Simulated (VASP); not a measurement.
NaF, 2 atoms in the cell. The structure is cubic, space group Fm-3m (No. 225). Conventional cell: a = 4.594 Å, b = 4.594 Å, c = 4.594 Å, α = 90.00°, β = 90.00°, γ = 90.00°. Na (site symmetry m-3m) has 6 F at 2.30 Å within 3.0 Å. F (site symmetry m-3m) has 6 Na at 2.30 Å within 3.0 Å. 

| Property | Result |
| --- | --- |
| Program | VASP 6.6.1 |
| Task | single point |
| Functional | r2SCAN |
| Potentials or basis | VASP PAW PBE potentials, release 64 (Na_pv, F) |
| Cutoff | 520 eV |
| k mesh | 6 × 6 × 6 |
| Occupations | gaussian, width 0.01 eV |
| Spin | no spin polarisation |
| Dipole correction | no |
| Further INCAR settings | ALGO = Normal; EDIFF = 1e-06; NBANDS = 14 |

Potentials or basis: VASP PAW PBE potentials, release 64 (Na_pv, F).

Launch:

```console
$ cat potpaw_PBE.64/Na_pv/POTCAR potpaw_PBE.64/F/POTCAR > POTCAR
$ cp INCAR.step1 INCAR
$ mpirun -np 1 vasp_std > vasp.out
$ cp INCAR.step2 INCAR
$ mpirun -np 1 vasp_std > vasp.out
```

Hardware: 1 thread of Intel(R) Xeon(R) 6975P-C (Granite Rapids) (shared host).

**Question.** Estimate the wall time of this run.

**Answer.** Wall time 7.4 s on 1 thread of Intel(R) Xeon(R) 6975P-C (Granite Rapids), on a shared host, peak memory 0.13 GiB. Counts: k points 16.
